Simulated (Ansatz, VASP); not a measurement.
## SnPbO2: VASP beside Ansatz

```xyz
8
Lattice="5.6027 0.0000 0.0000 0.0000 5.5904 0.0000 0.0000 0.0000 5.1689" Properties=species:S:1:pos:R:3 pbc="T T T"
Sn    4.2021    0.0000    4.0746
Sn    1.4007    0.0000    1.0942
Pb    4.2021    2.7952    1.2489
Pb    1.4007    2.7952    3.9200
O     2.8014    1.3487    0.0000
O     0.0000    1.3487    0.0000
O     0.0000    4.2418    0.0000
O     2.8014    4.2418    0.0000
```

Alike in both runs: functional PBE; k mesh 2 × 2 × 3; occupations gaussian, width 0.15 eV; no spin polarisation.

Ansatz relaxed the structure, and its values are those at the end. VASP's run is a single point on that final structure, the one shown.

|  | VASP | Ansatz |
| --- | --- | --- |
| version | VASP 6.6.1 | Ansatz 0.2.0 |
| potentials or method | VASP PAW PBE potentials, release 64 (Sn_d, Pb_d, O_h), cutoff 910 eV | scalar-relativistic, plane waves, PAW |
| valence electrons in the cell | 80 | 80 |

```csv
,VASP,Ansatz,Ansatz less VASP
gap on the k mesh at the Fermi level (eV),0.75,0.75,0.000
least direct gap on the mesh (eV),0.75,0.75,0.000
rms of the force components (eV/Å),0.012,0.011,-0.0009
```

With one functional, cell and mesh, what is left measures potentials, basis and numerics.

The k mesh is coarse, so the values compare programs but aren't converged. Neither program's run includes spin-orbit coupling. Noted on VASP's run: the cutoff is under 1.25 times that of the potentials, so the pressure is a little rough.
